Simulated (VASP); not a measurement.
# NiO2 (P6_3/mmc) in VASP: notebook, part 2 of 3

VASP 6.6.1. Earlier steps stand in the parts before.

## 3. Single point, r2SCAN

This run uses another cell than the first one, of 11.40 Å³/atom.

POSCAR

```
NiO2
1.0
    2.7734522552      0.0000000000      0.0000000000
   -1.3867261276      2.4018801092      0.0000000000
    0.0000000000      0.0000000000     10.2700297085
Ni O
2 4
Direct
    0.0000000000      0.0000000000      0.0000000000
    0.0000000000      0.0000000000      0.5000000000
    0.6666666667      0.3333333333      0.0915931262
    0.6666666667      0.3333333333      0.4084068738
    0.3333333333      0.6666666667      0.9084068738
    0.3333333333      0.6666666667      0.5915931262
```

INCAR.step1

```
SYSTEM = NiO2
PREC     = Accurate       ! precision mode
ENCUT    = 520            ! plane-wave cutoff, eV
ISMEAR   = 0              ! smearing method
SIGMA    = 0.02           ! smearing width, eV
LREAL    = .FALSE.        ! projectors in reciprocal space
LASPH    = .TRUE.         ! aspherical terms in the spheres
NELM     = 100            ! most SCF steps
NBANDS   = 31             ! bands
GGA      = PE             ! functional
ALGO     = Normal         ! electronic algorithm
EDIFF    = 1E-4           ! SCF threshold, eV
LWAVE    = .TRUE.         ! write WAVECAR
LCHARG   = .FALSE.        ! write CHGCAR
```

INCAR.step2

```
SYSTEM = NiO2
PREC     = Accurate       ! precision mode
ENCUT    = 520            ! plane-wave cutoff, eV
EDIFF    = 1E-7           ! SCF threshold, eV
ISMEAR   = 0              ! smearing method
SIGMA    = 0.02           ! smearing width, eV
LREAL    = .FALSE.        ! projectors in reciprocal space
LASPH    = .TRUE.         ! aspherical terms in the spheres
NELM     = 100            ! most SCF steps
ALGO     = Normal         ! electronic algorithm
ISIF     = 2              ! what is computed and relaxed
LWAVE    = .FALSE.        ! write WAVECAR
LCHARG   = .TRUE.         ! write CHGCAR
METAGGA  = R2SCAN         ! meta-GGA
LMIXTAU  = .TRUE.       
LELF     = .TRUE.         ! ELF
LVHAR    = .TRUE.       
NBANDS   = 31             ! bands
ISTART   = 1
```

KPOINTS

```
Automatic mesh
0
G
  12 12 4
  0 0 0
```

Potentials or basis: VASP PAW PBE potentials, release 64 (Ni, O).

Run with:

```sh
cat potpaw_PBE.64/Ni/POTCAR potpaw_PBE.64/O/POTCAR > POTCAR
cp INCAR.step1 INCAR
mpirun -np 1 vasp_std > vasp.out
cp INCAR.step2 INCAR
mpirun -np 1 vasp_std > vasp.out
```

OUTCAR:

```text
SYSTEM = NiO2
   PREC = Accurate
   ENCUT = 520
   EDIFF = 1E-7
   ISMEAR = 0
   LREAL = .FALSE.
   LASPH = .TRUE.
   NELM = 100
   ISIF = 2
   METAGGA = R2SCAN
   ISTART = 1

 ion  position               nearest neighbor table
   1  0.000  0.000  0.000-   3 1.86   5 1.86   3 1.86   5 1.86   3 1.86   5 1.86
   2  0.000  0.000  0.500-   4 1.86   6 1.86   4 1.86   6 1.86   4 1.86   6 1.86
   3  0.667  0.333  0.092-   1 1.86   1 1.86   1 1.86
   4  0.667  0.333  0.408-   2 1.86   2 1.86   2 1.86
   5  0.333  0.667  0.908-   1 1.86   1 1.86   1 1.86
   6  0.333  0.667  0.592-   2 1.86   2 1.86   2 1.86

  LATTYP: Found a hexagonal cell.
 ALAT       =     2.7734522552
 C/A-ratio  =     3.7029769268

  Lattice vectors:

 A1 = (   2.7734522552,   0.0000000000,   0.0000000000)
 A2 = (  -1.3867261276,   2.4018801092,   0.0000000000)
 A3 = (   0.0000000000,   0.0000000000,  10.2700297085)

Analysis of symmetry for initial positions (statically):
=====================================================================
 Subroutine PRICEL returns:
 Original cell was already a primitive cell.

 Routine SETGRP: Setting up the symmetry group for a
 hexagonal supercell.

 Subroutine GETGRP returns: Found 24 space group operations
 (whereof 12 operations were pure point group operations)
 out of a pool of 24 trial point group operations.

The static configuration has the point symmetry D_3d.
 The point group associated with its full space group is D_6h.

Analysis of symmetry for dynamics (positions and initial velocities):
=====================================================================
 Subroutine PRICEL returns:
 Original cell was already a primitive cell.

 Routine SETGRP: Setting up the symmetry group for a
 hexagonal supercell.

 Subroutine GETGRP returns: Found 24 space group operations
 (whereof 12 operations were pure point group operations)
 out of a pool of 24 trial point group operations.

The dynamic configuration has the point symmetry D_3d.
 The point group associated with its full space group is D_6h.

 Subroutine INISYM returns: Found 24 space group operations
 (whereof 12 operations are pure point group operations),
 and found     1 'primitive' translations

----------------------------------------------------------------------------------------

                                     Primitive cell

  volume of cell :      68.4138

  direct lattice vectors                    reciprocal lattice vectors
     2.773452255  0.000000000  0.000000000     0.360561462  0.208170257  0.000000000
    -1.386726128  2.401880109  0.000000000     0.000000000  0.416340514  0.000000000
     0.000000000  0.000000000 10.270029708     0.000000000  0.000000000  0.097370702

  length of vectors
     2.773452255  2.773452255 10.270029708     0.416340514  0.416340514  0.097370702

  position of ions in fractional coordinates (direct lattice)
     0.000000000  0.000000000  0.000000000
     0.000000000  0.000000000  0.500000000
     0.666666667  0.333333333  0.091593126
     0.666666667  0.333333333  0.408406874
     0.333333333  0.666666667  0.908406874
     0.333333333  0.666666667  0.591593126

  ion indices of the primitive-cell ions
[... 35 lines left out ...]
            Coordinates               Weight
  0.000000  0.000000  0.000000      1.000000
  0.083333  0.000000  0.000000      6.000000
  0.166667 -0.000000  0.000000      6.000000
  0.250000  0.000000  0.000000      6.000000
  0.333333  0.000000  0.000000      6.000000
  0.416667 -0.000000  0.000000      6.000000
[... 16 lines left out ...]
  0.250000  0.000000  0.250000     12.000000
  0.333333  0.000000  0.250000     12.000000
 [... further k-points ...]
   k-points           NKPTS =     57   k-points in BZ     NKDIM =     57   number of bands    NBANDS=     31
   number of dos      NEDOS =    301   number of ions     NIONS =      6
   total plane-waves  NPLWV =  46080
   dimension x,y,z NGX =    24 NGY =   24 NGZ =   80
   dimension x,y,z NGXF=    48 NGYF=   48 NGZF=  160
   ions per type =               2   4
   NGX,Y,Z   is equivalent  to a cutoff of  14.39, 14.39, 12.95 a.u.
   NGXF,Y,Z  is equivalent  to a cutoff of  28.77, 28.77, 25.90 a.u.
 SYSTEM =  NiO2
   PREC   = accura    normal or accurate (medium, high low for compatibility)
   ISTART =      1    job   : 0-new  1-cont  2-samecut
   ICHARG =      0    charge: 1-file 2-atom 10-const
   ISPIN  =      1    spin polarized calculation?
   LNONCOLLINEAR =      F non collinear calculations
   LSORBIT =      F    spin-orbit coupling
   LASPH  =      T    aspherical Exc in radial PAW
   ENCUT  =  520.0 eV  38.22 Ry    6.18 a.u.   5.16  5.16 19.10*2*pi/ulx,y,z
   NELM   =    100;   NELMIN=  2; NELMDL=  0     # of ELM steps
   EDIFF  = 0.1E-06   stopping-criterion for ELM
   LREAL  =      F    real-space projection
   EDIFFG = 0.1E-05   stopping-criterion for IOM
   NSW    =      0    number of steps for IOM
   IBRION =     -1    ionic relax: 0-MD 1-quasi-New 2-CG
   NFREE  =      0    steps in history (QN), initial steepest desc. (CG)
   ISIF   =      2    stress and relaxation
   ISYM   =      2    0-nonsym 1-usesym 2-fastsym
   POTIM  = 0.5000    time-step for ionic-motion
   TEBEG  =    0.0;   TEEND  =   0.0 temperature during run
   PSTRESS=    0.0 pullay stress
   NELECT =      44.0000    total number of electrons
   NUPDOWN=      -1.0000    fix difference up-down
   EMIN   =  10.00;   EMAX   =-10.00  energy-range for DOS
   EFERMI =   0.00;   METHOD = LEGACY
   ISMEAR =     0;   SIGMA  =   0.02  broadening in eV -4-tet -1-fermi 0-gaus
   EFERMI_NEDOS =   21; number of points for ismear=-14 and -15
   IALGO  =     38    algorithm
   IMIX   =      4    mixing-type and parameters
     AMIX     =   0.40;   BMIX     =  1.00
     AMIX_MAG =   1.60;   BMIX_MAG =  1.00
  volume/ion in A,a.u.               =      11.40        76.95
  Fermi-wavevector in a.u.,A,eV,Ry     =   1.413116  2.670402 27.169431  1.996897
  Thomas-Fermi vector in A             =   2.534795
   LORBIT       =      0    0 simple, 1 ext, 2 COOP (PROOUT), +10 PAW based schemes
   METAGGA = R2SCAN    functional components
   LHFCALC =     F    Hartree Fock is set to
   AEXX    =    0.0000 exact exchange contribution
   IVDW    =     0    specifies the selected vdW correction
   LEPSILON=     F    determine dielectric tensor
   LRPA    =     F    only Hartree local field effects (RPA)
 non-spin polarized calculation
 Gauss-broadening in eV      SIGMA  =   0.02
  energy-cutoff  :      520.00
  volume of cell :       68.41
 maximum number of plane-waves:      1863
 NGX is ok and might be reduce to    24
   NGX = 11   NGY = 11   NGZ = 39

 number of electron      44.0000003 magnetization

 Free energy of the ion-electron system (eV)
  ---------------------------------------------------
  ext. energy  EPLUGINS =         0.00000000
  ---------------------------------------------------
  free energy    TOTEN  =       -52.88418323 eV

  energy without entropy =      -52.88418323  energy(sigma->0) =      -52.88418323

 E-fermi :   1.2560     XC(G=0): -10.7172

 val. band max:        1.0809245349   @ k =   0.0833   0.0833   0.0000
 cond. band min:       2.6460438559   @ k =   0.2500   0.0000   0.0000
 fundamental gap:      1.5651193210
 Fermi energy:         1.2560280067

 k-point     1 :       0.0000    0.0000    0.0000
  band No.  band energies     occupation
      1     -19.3349      2.00000
      2     -19.3033      2.00000
      3     -16.9949      2.00000
      4     -16.9364      2.00000
      5      -4.5484      2.00000
      6      -4.3302      2.00000
[... 805 lines left out ...]
     30      15.7965      0.00000
     31      16.7078      0.00000

 [... further k-points ...]

------------------------ aborting loop because EDIFF is reached ----------------------------------------

  FORCE on cell =-STRESS in cart. coord.  units (eV):
  Direction    XX          YY          ZZ          XY          YZ          ZX
  --------------------------------------------------------------------------------------
  -------------------------------------------------------------------------------------
  Total        0.7074813      0.7074813      0.4071656      0.0000000      0.0000000      0.0000000
  in kB       16.5684470     16.5684470      9.5353791      0.0000000      0.0000000      0.0000000
  external PRESSURE =      14.2240911 kB  Pullay stress =       0.0000000 kB

 VOLUME and BASIS-vectors are now :
 -----------------------------------------------------------------------------
  energy-cutoff  :      520.00
  volume of cell :       68.41
      direct lattice vectors                 reciprocal lattice vectors
     2.773452255  0.000000000  0.000000000     0.360561462  0.208170257  0.000000000
    -1.386726128  2.401880109  0.000000000     0.000000000  0.416340514  0.000000000
     0.000000000  0.000000000 10.270029708     0.000000000  0.000000000  0.097370702

 POSITION                                       TOTAL-FORCE (eV/Angst)
 -----------------------------------------------------------------------------------
      0.00000      0.00000      0.00000         0.000000      0.000000      0.000000
      0.00000      0.00000      5.13501         0.000000      0.000000      0.000000
      1.38673      0.80063      0.94066         0.000000     -0.000000      0.135808
      1.38673      0.80063      4.19435        -0.000000     -0.000000     -0.135808
     -0.00000      1.60125      9.32937         0.000000      0.000000     -0.135808
     -0.00000      1.60125      6.07568        -0.000000      0.000000      0.135808
 -----------------------------------------------------------------------------------
    total drift:                                0.000000     -0.000000      0.000000

  FREE ENERGIE OF THE ION-ELECTRON SYSTEM (eV)
  ---------------------------------------------------
  free  energy   TOTEN  =       -52.8841832325 eV

  energy  without entropy=      -52.8841832325  energy(sigma->0) =      -52.88418323
```

It took 5.3 min on 1 thread of Intel Xeon 6975P-C (Granite Rapids), shared host; peak memory 0.27 GiB.

What came out:

* Free energy: -52.8842 eV
* Pressure: 1.4 GPa
* Largest force: 0.136 eV/Å
* Band gap on the k mesh: 1.57 eV (least direct gap 1.76 eV)

Forces in eV/Å, atoms in the order of the input:
```
Ni   0.000  0.000  0.000
Ni   0.000  0.000  0.000
O    0.000  0.000  0.136
O    0.000  0.000 -0.136
O    0.000  0.000 -0.136
O    0.000  0.000  0.136
```

Caveat: the PAW data sets were made with another functional, which shifts forces and pressure a little; the run has no spin polarisation, though such a crystal can be magnetic. A k mesh can miss the band edges.

## 4. Single point, r2SCAN

This run uses another cell than the first one, of 11.40 Å³/atom.

POSCAR is that of step 3.

INCAR.step1

```
  PREC = Accurate
  ENCUT = 520
  ISMEAR = 0
  SIGMA = 0.05
  LREAL = F
  LASPH = T
  NELM = 60
  NBANDS = 31
  GGA = PE
  ALGO = Normal
  EDIFF = 1E-4
  LWAVE = T
  LCHARG = F
```

INCAR.step2

```
  PREC = Accurate
  ENCUT = 520
  EDIFF = 1E-6
  ISMEAR = 0
  SIGMA = 0.05
  LREAL = F
  LASPH = T
  NELM = 60
  ALGO = Normal
  ISIF = 2
  LWAVE = F
  LCHARG = F
  METAGGA = R2SCAN
  LMIXTAU = T
  NBANDS = 31
  ISTART = 1
```

KPOINTS

```
regular mesh
0
Gamma
  12 12 4
```

Run with:

```sh
cat potpaw_PBE.64/Ni/POTCAR potpaw_PBE.64/O/POTCAR > POTCAR
cp INCAR.step1 INCAR
mpirun -np 1 vasp_std > vasp.out
cp INCAR.step2 INCAR
mpirun -np 1 vasp_std > vasp.out
```

Run time: 4.3 min. Hardware: 1 thread of Intel Xeon 6975P-C (Granite Rapids), shared host; peak memory 0.27 GiB.

It converged, with:

```yaml
Free_energy: -52.8842 eV
Pressure: 1.5 GPa
Largest_force: 0.135 eV/Å
Band_gap_on_the_k_mesh: 1.57 eV (least direct gap 1.76 eV)
```

Forces on the atoms (eV/Å):
```
Ni   0.000  0.000  0.000
Ni   0.000  0.000  0.000
O    0.000  0.000  0.135
O    0.000  0.000 -0.135
O    0.000  0.000 -0.135
O    0.000  0.000  0.135
```

Stress tensor (GPa, compression positive):
```
1.69 0.00 0.00
0.00 1.69 0.00
0.00 0.00 0.99
```

Levels at points of the mesh, in eV from the valence-band top:
```csv
k point,band 18,band 19,band 20,band 21,band 22,band 23,band 24,band 25,band 26,band 27
"(0.00, 0.00, 0.00)",-0.75,-0.73,-0.73,-0.35,-0.12,2.82,2.82,2.84,2.84,8.52
"(0.50, 0.00, 0.00)",-1.73,-1.71,-1.42,-1.11,-1.04,2.05,2.23,2.71,2.74,12.99
"(0.00, 0.00, 0.50)",-0.74,-0.74,-0.74,-0.19,-0.19,2.83,2.83,2.83,2.83,9.12
"(0.50, 0.00, 0.50)",-1.74,-1.57,-1.57,-1.06,-1.06,2.14,2.14,2.72,2.72,13.45
```

Caveat: the PAW data sets were made with another functional, which shifts forces and pressure a little; the run has no spin polarisation, though such a crystal can be magnetic. A k mesh can miss the band edges.

## 5. Single point, r2SCAN, collinear spin, antiferromagnetic start

This run uses another cell than the first one, of 12.92 Å³/atom.

POSCAR

```
NiO2
1.0
    2.9121517351      0.0000000000      0.0000000000
   -1.4560758676      2.5219973823      0.0000000000
    0.0000000000      0.0000000000     10.5552700000
Ni O
2 4
Direct
    0.0000000000      0.0000000000      0.0000000000
    0.0000000000      0.0000000000      0.5000000000
    0.6666666700      0.3333333300      0.0890790000
    0.6666666700      0.3333333300      0.4109210000
    0.3333333300      0.6666666700      0.9109210000
    0.3333333300      0.6666666700      0.5890790000
```

INCAR.step1

```
ALGO     = Normal         # electronic algorithm
EDIFF    = 1E-4           # SCF threshold, eV
ENCUT    = 520            # plane-wave cutoff, eV
GGA      = PE             # functional
ISMEAR   = 0              # smearing method
ISPIN    = 2              # spin polarisation
LASPH    = T              # aspherical terms in the spheres
LCHARG   = F              # write CHGCAR
LMAXMIX  = 4              # l up to which the mixer works
LREAL    = F              # projectors in reciprocal space
LWAVE    = T              # write WAVECAR
MAGMOM   = 2 2 -1 -1 -1 -1 # initial moments
NBANDS   = 35             # bands
NELM     = 150            # most SCF steps
PREC     = Accurate       # precision mode
SIGMA    = 0.1            # smearing width, eV
```

INCAR.step2

```
ALGO     = Normal         # electronic algorithm
EDIFF    = 1E-6           # SCF threshold, eV
ENCUT    = 520            # plane-wave cutoff, eV
ISIF     = 2              # what is computed and relaxed
ISMEAR   = 0              # smearing method
ISPIN    = 2              # spin polarisation
ISTART   = 1            
LASPH    = T              # aspherical terms in the spheres
LCHARG   = F              # write CHGCAR
LMAXMIX  = 4              # l up to which the mixer works
LMIXTAU  = T            
LORBIT   = 11             # projections on sites
LREAL    = F              # projectors in reciprocal space
LWAVE    = F              # write WAVECAR
MAGMOM   = 2 2 -1 -1 -1 -1 # initial moments
METAGGA  = R2SCAN         # meta-GGA
NBANDS   = 35             # bands
NELM     = 150            # most SCF steps
PREC     = Accurate       # precision mode
SIGMA    = 0.1            # smearing width, eV
```

KPOINTS

```
k-points
0
Gamma
  6 6 2
```

Run with:

```sh
cat potpaw_PBE.64/Ni/POTCAR potpaw_PBE.64/O/POTCAR > POTCAR
cp INCAR.step1 INCAR
mpirun -np 1 vasp_std > vasp.out
cp INCAR.step2 INCAR
mpirun -np 1 vasp_std > vasp.out
```

Run time: 2.4 min. Hardware: 1 thread of Intel Xeon 6975P-C (Granite Rapids), shared host; peak memory 0.27 GiB.

Results (log left out):

- Free energy: -52.4512 eV
- Pressure: -15.3 GPa
- Largest force: 0.880 eV/Å
- Band gap on the k mesh: 1.42 eV (least direct gap 1.57 eV)
- Net moment: 0.00 μB per cell
- Valence electrons inside the program's atomic spheres: Ni 9.25; O 4.90

Forces in eV/Å, atoms in the order of the input:
```
Ni   0.000  0.000  0.000
Ni   0.000  0.000  0.000
O    0.000  0.000 -0.880
O    0.000  0.000  0.880
O    0.000  0.000  0.880
O    0.000  0.000 -0.880
```

Stress tensor (GPa, compression positive):
```
-19.32   0.00   0.00
  0.00 -19.32   0.00
  0.00   0.00  -7.25
```

Levels at points of the mesh, in eV from the valence-band top:
Spin up:
```
           k point  band 20  band 21  band 22  band 23  band 24  band 25
(0.00, 0.00, 0.00)    -0.48    -0.23    -0.07     2.50     2.50     2.52
(0.50, 0.00, 0.00)    -1.06    -0.97    -0.91     1.71     1.87     2.43
(0.00, 0.00, 0.50)    -0.65    -0.12    -0.12     2.51     2.51     2.51
(0.50, 0.00, 0.50)    -1.19    -0.93    -0.93     1.79     1.79     2.44
```
Spin down:
```tsv
k point	band 18	band 19	band 20	band 21	band 22	band 23	band 24	band 25	band 26	band 27
(0.00, 0.00, 0.00)	-0.65	-0.65	-0.48	-0.23	-0.07	2.50	2.50	2.52	2.52	7.81
(0.50, 0.00, 0.00)	-1.52	-1.30	-1.06	-0.97	-0.91	1.71	1.87	2.43	2.45	12.47
(0.00, 0.00, 0.50)	-0.65	-0.65	-0.65	-0.12	-0.12	2.51	2.51	2.51	2.51	8.36
(0.50, 0.00, 0.50)	-1.52	-1.19	-1.19	-0.93	-0.93	1.79	1.79	2.44	2.44	12.87
```

Caveat: the stress differs along the axes, from -19 to -7 GPa; the moments typed at the start vanished in this run; the PAW data sets were made with another functional, which shifts forces and pressure a little.

[end of part 2 of 3]
